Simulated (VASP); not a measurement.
Runs of VASP 6.6.1 on Mg. The structure is that of space group Fd-3m (No. 227), or close to it. The cells are those of the table. 

| cell | k mesh | gap on the mesh (eV) | pressure (GPa) |
| --- | --- | --- | --- |
| a = 5.040 Å, angles 60.0°, 2 atoms | 9 × 9 × 9 | none | (b) |
| a = 4.912 Å, angles 60.0°, 2 atoms | 13 × 13 × 13 | none | 0.0 |
| a = 4.778 Å, angles 60.0°, 2 atoms | 9 × 9 × 9 | none | (a) |
| a = 5.101 Å, angles 60.0°, 2 atoms | 9 × 9 × 9 | none | -0.9 |
| a = 4.846 Å, angles 60.0°, 2 atoms | 9 × 9 × 9 | none | 0.4 |

Alike in all rows: task single point; level revPBE; potentials or basis VASP PAW PBE potentials, release 64 (Mg); no spin polarisation; cutoff (eV) 520; smearing fermi-dirac 0.1 eV.

Question: Fill in the values left out.

Answer: (a) 1.0; (b) -0.7.

Caveats: the PAW data sets were made with another functional, which shifts forces and pressure a little.

A gap of «none» marks levels without a gap at the run's occupations.
